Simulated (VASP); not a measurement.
# BAs (v.bh) (F-43m) in VASP: notebook

BAs (v.bh) is run at these levels: PBE; tasks: single point.

Everything below comes from runs of VASP 6.6.1. Logs are shortened: lines on timing, memory, paths and dates and some standing lists are left out, and cuts for length are marked.

## 1. The cell of the first run

It takes space group F-43m (No. 216, cubic). The conventional cell has a = 4.809 Å, b = 4.809 Å, c = 4.809 Å, α = 90.00°, β = 90.00°, γ = 90.00°. B (site symmetry -43m) has 4 As at 2.08 Å within 2.8 Å. Within 2.8 Å of As (site symmetry -43m) lie 4 B at 2.08 Å.

## 2. Single point, PBE

File INCAR:

```
ALGO = Normal
EDIFF = 1E-6
ENCUT = 500
GGA = PE
GGA_COMPAT = F
ISIF = 2
ISMEAR = 0
LASPH = T
LCHARG = F
LREAL = F
LWAVE = F
NBANDS = 11
NELM = 120
PREC = Accurate
SIGMA = 0.02
```

File KPOINTS:

```
k-points
0
Gamma
  10 10 10
```

File POSCAR:

```
BAs
1.0
    0.0000000000      2.4046204900      2.4046204900
    2.4046204900      0.0000000000      2.4046204900
    2.4046204900      2.4046204900      0.0000000000
B As
1 1
Direct
    0.0000000000      0.0000000000      0.0000000000
    0.2500000000      0.2500000000      0.2500000000
```

Potentials or basis: VASP PAW PBE potentials, release 64 (B, As).

Started as:

```bash
cat potpaw_PBE.64/B/POTCAR potpaw_PBE.64/As/POTCAR > POTCAR
mpirun -np 1 vasp_std > vasp.out
```

OUTCAR:

```text
EDIFF = 1E-6
   ENCUT = 500
   GGA = PE
   ISIF = 2
   ISMEAR = 0
   LASPH = T
   LREAL = F
   NELM = 120
   PREC = Accurate

 ion  position               nearest neighbor table
   1  0.000  0.000  0.000-   2 2.08   2 2.08   2 2.08   2 2.08
   2  0.250  0.250  0.250-   1 2.08   1 2.08   1 2.08   1 2.08

  LATTYP: Found a face centered cubic cell.
 ALAT       =     4.8092409800

  Lattice vectors:

 A1 = (   0.0000000000,   2.4046204900,   2.4046204900)
 A2 = (   2.4046204900,   0.0000000000,   2.4046204900)
 A3 = (   2.4046204900,   2.4046204900,   0.0000000000)

Analysis of symmetry for initial positions (statically):
=====================================================================
 Subroutine PRICEL returns:
 Original cell was already a primitive cell.

 Routine SETGRP: Setting up the symmetry group for a
 face centered cubic supercell.

 Subroutine GETGRP returns: Found 24 space group operations
 (whereof 24 operations were pure point group operations)
 out of a pool of 48 trial point group operations.

The static configuration has the point symmetry T_d .

Analysis of symmetry for dynamics (positions and initial velocities):
=====================================================================
 Subroutine PRICEL returns:
 Original cell was already a primitive cell.

 Routine SETGRP: Setting up the symmetry group for a
 face centered cubic supercell.

 Subroutine GETGRP returns: Found 24 space group operations
 (whereof 24 operations were pure point group operations)
 out of a pool of 48 trial point group operations.

The dynamic configuration has the point symmetry T_d .

 Subroutine INISYM returns: Found 24 space group operations
 (whereof 24 operations are pure point group operations),
 and found     1 'primitive' translations

----------------------------------------------------------------------------------------

                                     Primitive cell

  volume of cell :      27.8080

  direct lattice vectors                    reciprocal lattice vectors
     0.000000000  2.404620490  2.404620490    -0.207933020  0.207933020  0.207933020
     2.404620490  0.000000000  2.404620490     0.207933020 -0.207933020  0.207933020
     2.404620490  2.404620490  0.000000000     0.207933020  0.207933020 -0.207933020

  length of vectors
     3.400646909  3.400646909  3.400646909     0.360150555  0.360150555  0.360150555

  position of ions in fractional coordinates (direct lattice)
     0.000000000  0.000000000  0.000000000
     0.250000000  0.250000000  0.250000000

  ion indices of the primitive-cell ions
   primitive index   ion index
                 1           1
                 2           2

----------------------------------------------------------------------------------------

 KPOINTS: k-points

Automatic generation of k-mesh.
 Grid dimensions read from file:
 generate k-points for:   10   10   10

 Generating k-lattice:

  Cartesian coordinates                     Fractional coordinates (reciprocal lattice)
    -0.020793302  0.020793302  0.020793302     0.100000000  0.000000000  0.000000000
     0.020793302 -0.020793302  0.020793302     0.000000000  0.100000000  0.000000000
     0.020793302  0.020793302 -0.020793302     0.000000000  0.000000000  0.100000000

  Length of vectors
     0.036015055  0.036015055  0.036015055

  Shift w.r.t. Gamma in fractional coordinates (k-lattice)
     0.000000000  0.000000000  0.000000000

 Subroutine IBZKPT returns following result:
 ===========================================

 Found     47 irreducible k-points:

 Following reciprocal coordinates:
            Coordinates               Weight
  0.000000  0.000000  0.000000      1.000000
  0.100000  0.000000  0.000000      8.000000
  0.200000  0.000000  0.000000      8.000000
  0.300000  0.000000  0.000000      8.000000
  0.400000  0.000000  0.000000      8.000000
  0.500000  0.000000  0.000000      4.000000
[... 16 lines left out ...]
  0.300000  0.300000  0.000000      6.000000
  0.400000  0.300000  0.000000     24.000000
 [... further k-points ...]
   k-points           NKPTS =     47   k-points in BZ     NKDIM =     47   number of bands    NBANDS=     11
   number of dos      NEDOS =    301   number of ions     NIONS =      2
   total plane-waves  NPLWV =  21952
   dimension x,y,z NGX =    28 NGY =   28 NGZ =   28
   dimension x,y,z NGXF=    56 NGYF=   56 NGZF=   56
   ions per type =               1   1
   NGX,Y,Z   is equivalent  to a cutoff of  13.69, 13.69, 13.69 a.u.
   NGXF,Y,Z  is equivalent  to a cutoff of  27.38, 27.38, 27.38 a.u.
 SYSTEM =  unknown system
   PREC   = accura    normal or accurate (medium, high low for compatibility)
   ISTART =      0    job   : 0-new  1-cont  2-samecut
   ICHARG =      2    charge: 1-file 2-atom 10-const
   ISPIN  =      1    spin polarized calculation?
   LNONCOLLINEAR =      F non collinear calculations
   LSORBIT =      F    spin-orbit coupling
   LASPH  =      T    aspherical Exc in radial PAW
   ENCUT  =  500.0 eV  36.75 Ry    6.06 a.u.   6.20  6.20  6.20*2*pi/ulx,y,z
   NELM   =    120;   NELMIN=  2; NELMDL= -5     # of ELM steps
   EDIFF  = 0.1E-05   stopping-criterion for ELM
   LREAL  =      F    real-space projection
[... 7 lines left out ...]
   TEBEG  =    0.0;   TEEND  =   0.0 temperature during run
   PSTRESS=    0.0 pullay stress
   NELECT =       8.0000    total number of electrons
   NUPDOWN=      -1.0000    fix difference up-down
   EMIN   =  10.00;   EMAX   =-10.00  energy-range for DOS
   EFERMI =   0.00;   METHOD = LEGACY
   ISMEAR =     0;   SIGMA  =   0.02  broadening in eV -4-tet -1-fermi 0-gaus
   EFERMI_NEDOS =   21; number of points for ismear=-14 and -15
   IALGO  =     38    algorithm
   IMIX   =      4    mixing-type and parameters
     AMIX     =   0.40;   BMIX     =  1.00
     AMIX_MAG =   1.60;   BMIX_MAG =  1.00
  volume/ion in A,a.u.               =      13.90        93.83
  Fermi-wavevector in a.u.,A,eV,Ry     =   1.080724  2.042273 15.891131  1.167965
  Thomas-Fermi vector in A             =   2.216723
   LORBIT       =      0    0 simple, 1 ext, 2 COOP (PROOUT), +10 PAW based schemes
   GGA     = PE    functional components
   LHFCALC =     F    Hartree Fock is set to
   AEXX    =    0.0000 exact exchange contribution
   IVDW    =     0    specifies the selected vdW correction
   LEPSILON=     F    determine dielectric tensor
   LRPA    =     F    only Hartree local field effects (RPA)
 non-spin polarized calculation
 Gauss-broadening in eV      SIGMA  =   0.02
  energy-cutoff  :      500.00
  volume of cell :       27.81
 maximum number of plane-waves:       725
 NGX is ok and might be reduce to    28
   NGX = 13   NGY = 13   NGZ = 13

 number of electron       8.0000000 magnetization

 Free energy of the ion-electron system (eV)
  ---------------------------------------------------
  ext. energy  EPLUGINS =         0.00000000
  ---------------------------------------------------
  free energy    TOTEN  =       -11.41316288 eV

  energy without entropy =      -11.41316288  energy(sigma->0) =      -11.41316288

 E-fermi :   6.0342     XC(G=0): -10.4970

 val. band max:        5.9054893982   @ k =   0.0000   0.0000   0.0000
 cond. band min:       7.1016268346   @ k =   0.4000   0.4000   0.0000
 fundamental gap:      1.1961374364
 Fermi energy:         6.0342072340

 k-point     1 :       0.0000    0.0000    0.0000
  band No.  band energies     occupation
      1      -9.3132      2.00000
      2       5.9055      2.00000
      3       5.9055      2.00000
      4       5.9055      2.00000
      5       9.1569      0.00000
      6       9.1569      0.00000
      7       9.1569      0.00000
      8      10.3371      0.00000
      9      15.3913      0.00000
     10      18.7749      0.00000
     11      18.7749      0.00000

 k-point     2 :       0.1000    0.0000    0.0000
  band No.  band energies     occupation
      1      -9.1520      2.00000
      2       4.5217      2.00000
      3       5.6109      2.00000
      4       5.6109      2.00000
      5       9.2598      0.00000
      6       9.5456      0.00000
      7       9.5456      0.00000
      8      11.2567      0.00000
      9      16.0222      0.00000
     10      17.7323      0.00000
     11      17.7323      0.00000

 k-point     3 :       0.2000    0.0000    0.0000
  band No.  band energies     occupation
      1      -8.6771      2.00000
      2       2.1891      2.00000
      3       5.0477      2.00000
      4       5.0477      2.00000
      5       9.0143      0.00000
      6      10.2519      0.00000
      7      10.2519      0.00000
      8      12.9224      0.00000
      9      17.0176      0.00000
     10      17.0226      0.00000
     11      17.0226      0.00000

 k-point     4 :       0.3000    0.0000    0.0000
  band No.  band energies     occupation
      1      -7.9254      2.00000
      2      -0.0642      2.00000
      3       4.5484      2.00000
      4       4.5484      2.00000
      5       8.7320      0.00000
      6      10.6582      0.00000
      7      10.6582      0.00000
      8      14.2386      0.00000
      9      17.1368      0.00000
     10      17.4511      0.00000
     11      17.4511      0.00000
[... 239 lines left out ...]
 k-point    22 :      -0.2000    0.2000    0.0000
  band No.  band energies     occupation
      1      -7.6672      2.00000
      2       0.4875      2.00000
      3       1.9173      2.00000
      4       4.6369      2.00000
      5       9.7622      0.00000
      6      10.9701      0.00000
      7      11.8329      0.00000
      8      12.8115      0.00000
      9      15.7615      0.00000
     10      18.4010      0.00000
     11      19.8786      0.00000

 k-point    23 :       0.3000    0.3000    0.0000
  band No.  band energies     occupation
      1      -7.4350      2.00000
      2       0.7204      2.00000
      3       2.7836      2.00000
      4       2.7836      2.00000
      5       7.3151      0.00000
      6       9.5509      0.00000
      7      14.2317      0.00000
      8      14.2317      0.00000
      9      16.7244      0.00000
     10      20.7395      0.00000
     11      20.8959      0.00000

 k-point    24 :       0.4000    0.3000    0.0000
  band No.  band energies     occupation
      1      -6.7241      2.00000
      2      -0.4984      2.00000
      3       2.0125      2.00000
      4       2.4921      2.00000
      5       7.6121      0.00000
      6       9.2936      0.00000
      7      14.5985      0.00000
      8      14.8421      0.00000
      9      17.7838      0.00000
     10      21.4664      0.00000
     11      21.6463      0.00000

 [... further k-points ...]

------------------------ aborting loop because EDIFF is reached ----------------------------------------

  FORCE on cell =-STRESS in cart. coord.  units (eV):
  Direction    XX          YY          ZZ          XY          YZ          ZX
  --------------------------------------------------------------------------------------
  -------------------------------------------------------------------------------------
  Total        0.1042508      0.1042508      0.1042508      0.0000000      0.0000000      0.0000000
  in kB        6.0064849      6.0064849      6.0064849      0.0000000      0.0000000      0.0000000
  external PRESSURE =       6.0064849 kB  Pullay stress =       0.0000000 kB

 VOLUME and BASIS-vectors are now :
 -----------------------------------------------------------------------------
  energy-cutoff  :      500.00
  volume of cell :       27.81
      direct lattice vectors                 reciprocal lattice vectors
     0.000000000  2.404620490  2.404620490    -0.207933020  0.207933020  0.207933020
     2.404620490  0.000000000  2.404620490     0.207933020 -0.207933020  0.207933020
     2.404620490  2.404620490  0.000000000     0.207933020  0.207933020 -0.207933020

 POSITION                                       TOTAL-FORCE (eV/Angst)
 -----------------------------------------------------------------------------------
      0.00000      0.00000      0.00000         0.000000      0.000000      0.000000
      1.20231      1.20231      1.20231        -0.000000     -0.000000     -0.000000
 -----------------------------------------------------------------------------------
    total drift:                               -0.000000     -0.000000     -0.000000

  FREE ENERGIE OF THE ION-ELECTRON SYSTEM (eV)
  ---------------------------------------------------
  free  energy   TOTEN  =       -11.4131628779 eV

  energy  without entropy=      -11.4131628779  energy(sigma->0) =      -11.41316288
```

Run time: 22 s. Hardware: 1 thread of Intel Xeon Platinum 8259CL at 2.50GHz (Skylake/Cascade Lake), shared host; peak memory 0.16 GiB.

Results:

| Item | Value |
| --- | --- |
| Free energy | -11.4132 eV |
| Pressure | 0.6 GPa |
| Band gap on the k mesh | 1.20 eV, indirect (least direct gap 3.25 eV) |

Levels at points of the mesh, in eV from the valence-band top:
| k point | band 1 | band 2 | band 3 | band 4 | band 5 | band 6 | band 7 | band 8 |
| --- | --- | --- | --- | --- | --- | --- | --- | --- |
| (0.00, 0.00, 0.00) | -15.22 | 0.00 | 0.00 | 0.00 | 3.25 | 3.25 | 3.25 | 4.43 |
| (0.50, 0.00, 0.00) | -12.42 | -8.64 | -1.79 | -1.79 | 2.57 | 4.76 | 4.76 | 8.82 |
| (0.50, 0.50, 0.00) | -11.13 | -8.42 | -4.00 | -4.00 | 1.45 | 1.46 | 11.17 | 11.17 |

A k mesh can miss the band edges. As with any semilocal functional, this PBE gap is likely too small.

## 3. Single point, PBE

File INCAR:

```
SYSTEM = BAs
PREC     = Accurate       ! precision mode
ENCUT    = 500            ! plane-wave cutoff, eV
EDIFF    = 1E-6           ! SCF threshold, eV
ISMEAR   = 0              ! smearing method
SIGMA    = 0.02           ! smearing width, eV
LREAL    = .False.        ! projectors in reciprocal space
LASPH    = .True.         ! aspherical terms in the spheres
NELM     = 120            ! most SCF steps
ALGO     = Normal         ! electronic algorithm
ISIF     = 2              ! what is computed and relaxed
LWAVE    = .False.        ! write WAVECAR
LCHARG   = .True.         ! write CHGCAR
GGA      = PE             ! functional
LELF     = .True.         ! ELF
LVHAR    = .True.       
NBANDS   = 11             ! bands
GGA_COMPAT= .False.
```

File KPOINTS:

```
Automatic mesh
0
Gamma
  10 10 10
  0 0 0
```

POSCAR is that of step 2.

Potentials or basis: VASP PAW PBE potentials, release 64 (B, As).

Started as:

```bash
cat potpaw_PBE.64/B/POTCAR potpaw_PBE.64/As/POTCAR > POTCAR
mpirun -np 1 vasp_std > vasp.out
```

OUTCAR:

```text
SYSTEM = BAs
   PREC = Accurate
   ENCUT = 500
   EDIFF = 1E-6
   ISMEAR = 0
   LREAL = .False.
   LASPH = .True.
   NELM = 120
   ISIF = 2
   GGA = PE

 ion  position               nearest neighbor table
   1  0.000  0.000  0.000-   2 2.08   2 2.08   2 2.08   2 2.08
   2  0.250  0.250  0.250-   1 2.08   1 2.08   1 2.08   1 2.08

  LATTYP: Found a face centered cubic cell.
 ALAT       =     4.8092409800

  Lattice vectors:

 A1 = (   0.0000000000,   2.4046204900,   2.4046204900)
[... 522 lines left out ...]

------------------------ aborting loop because EDIFF is reached ----------------------------------------

  FORCE on cell =-STRESS in cart. coord.  units (eV):
  Direction    XX          YY          ZZ          XY          YZ          ZX
  --------------------------------------------------------------------------------------
  -------------------------------------------------------------------------------------
  Total        0.1042508      0.1042508      0.1042508      0.0000000      0.0000000      0.0000000
  in kB        6.0064849      6.0064849      6.0064849      0.0000000      0.0000000      0.0000000
  external PRESSURE =       6.0064849 kB  Pullay stress =       0.0000000 kB

 VOLUME and BASIS-vectors are now :
 -----------------------------------------------------------------------------
  energy-cutoff  :      500.00
  volume of cell :       27.81
      direct lattice vectors                 reciprocal lattice vectors
     0.000000000  2.404620490  2.404620490    -0.207933020  0.207933020  0.207933020
     2.404620490  0.000000000  2.404620490     0.207933020 -0.207933020  0.207933020
     2.404620490  2.404620490  0.000000000     0.207933020  0.207933020 -0.207933020

 POSITION                                       TOTAL-FORCE (eV/Angst)
 -----------------------------------------------------------------------------------
      0.00000      0.00000      0.00000         0.000000      0.000000      0.000000
      1.20231      1.20231      1.20231        -0.000000     -0.000000     -0.000000
 -----------------------------------------------------------------------------------
    total drift:                               -0.000000     -0.000000     -0.000000

  FREE ENERGIE OF THE ION-ELECTRON SYSTEM (eV)
  ---------------------------------------------------
  free  energy   TOTEN  =       -11.4131628779 eV

  energy  without entropy=      -11.4131628779  energy(sigma->0) =      -11.41316288
```

stdout:

```text
POSCAR found type information on POSCAR B As
 POSCAR found :  2 types and       2 ions
 scaLAPACK will be used
 LDA part: xc-table for (Slater+PW92), standard interpolation
 POSCAR, INCAR and KPOINTS ok, starting setup
 FFT: planning ... GRIDC
 FFT: planning ... GRID_SOFT
 FFT: planning ... GRID
 WAVECAR not read
 entering main loop
```

It took 22 s on 1 thread of Intel Xeon Platinum 8259CL at 2.50GHz (Skylake/Cascade Lake), shared host; peak memory 0.16 GiB.

Results:

```yaml
Free_energy: -11.4132 eV
Pressure: 0.6 GPa
Band_gap_on_the_k_mesh: 1.20 eV, indirect (least direct gap 3.25 eV)
```

A k mesh can miss the band edges.
